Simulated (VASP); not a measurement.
AgCl: single point with PBE-based global hybrid with 50 % exact exchange

AgCl:

```
Ag Cl
1.0
     0.00000    2.99325    2.99325
     2.99325    0.00000    2.99325
     2.99325    2.99325    0.00000
Ag Cl
1 1
Cartesian
  0.0000 0.0000 0.0000
  1.4966 1.4966 1.4966
```

```
Program             : VASP 6.6.1
Task                : single point
Functional          : PBE-based global hybrid with 50 % exact exchange
Potentials or basis : VASP PAW PBE potentials, release 64 (Ag, Cl)
Cutoff              : 520 eV
k mesh              : 4 × 4 × 4
Occupations         : gaussian, width 0.01 eV
Spin                : no spin polarisation
```

The pressure is 0.6 GPa. The band gap on the k mesh is 5.71 eV.

Levels at points of the mesh, in eV from the valence-band top:
```csv
k point,band 6,band 7,band 8,band 9,band 10,band 11,band 12,band 13
"(0.00, 0.00, 0.00)",-2.97,0.00,0.00,0.00,5.71,12.88,12.88,12.88
"(0.50, 0.00, 0.00)",-2.91,-2.83,-0.68,-0.68,8.47,11.25,13.16,13.16
"(0.50, 0.50, 0.00)",-2.83,-2.20,-1.70,-1.70,9.02,10.47,13.17,15.79
```

Wall time 6.5 min on 1 thread of Intel(R) Xeon(R) Platinum 8488C (Sapphire Rapids) (shared host), peak memory 0.18 GiB.

Caveat: the k points lie up to 0.45 Å⁻¹ apart; the structure was generated, so it needn't be the stable form of AgCl; the PAW data sets were made with another functional, which shifts forces and pressure a little.
